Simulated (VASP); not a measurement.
Wanted: the native input for a VASP 6.6.1 run.

| Item | Value |
| --- | --- |
| Task | single point |
| Functional | PBE |
| Potentials or basis | VASP PAW PBE potentials, release 64 (Al, N) |
| Cutoff | 600 eV |
| k mesh | 13 × 13 × 13 |
| Occupations | fermi-dirac, width 0.02 eV |
| Spin | no spin polarisation |
| Dipole correction | no |
| Further INCAR settings | ALGO = Normal; EDIFF = 1e-06; NBANDS = 11 |

The structure of AlN lies in POSCAR:

```
AlN
1.0
    0.0000000000      2.0167941628      2.0167941628
    2.0167941628      0.0000000000      2.0167941628
    2.0167941628      2.0167941628      0.0000000000
Al N
1 1
Direct
    0.0000000000      0.0000000000      0.0000000000
    0.5000000000      0.5000000000      0.5000000000
```

These files were run (other wordings do the same):

INCAR

```
PREC = Accurate ; ENCUT = 600
EDIFF = 1E-6 ; ISMEAR = -1
SIGMA = 0.02 ; LREAL = False
LASPH = True ; NELM = 120
ALGO = Normal ; ISIF = 2
LWAVE = False ; LCHARG = False
GGA = PE ; NBANDS = 11
GGA_COMPAT = False
```

KPOINTS

```
Automatic mesh
0
Gamma
  13 13 13
```

Potentials or basis: VASP PAW PBE potentials, release 64 (Al, N).

The run is started by

```console
$ cat potpaw_PBE.64/Al/POTCAR potpaw_PBE.64/N/POTCAR > POTCAR
$ mpirun -np 1 vasp_std > vasp.out
```

Results of the run:

```yaml
Pressure: 6.8 GPa
Band_gap_on_the_k_mesh: 4.77 eV (least direct gap 5.78 eV)
```

Caveat: the cell stands under pressure; an odd mesh through Γ misses points on the zone boundary, where band edges can lie.

It took 5.9 s on 1 thread of Intel(R) Xeon(R) 6975P-C (Granite Rapids) (shared host), peak memory 0.14 GiB.
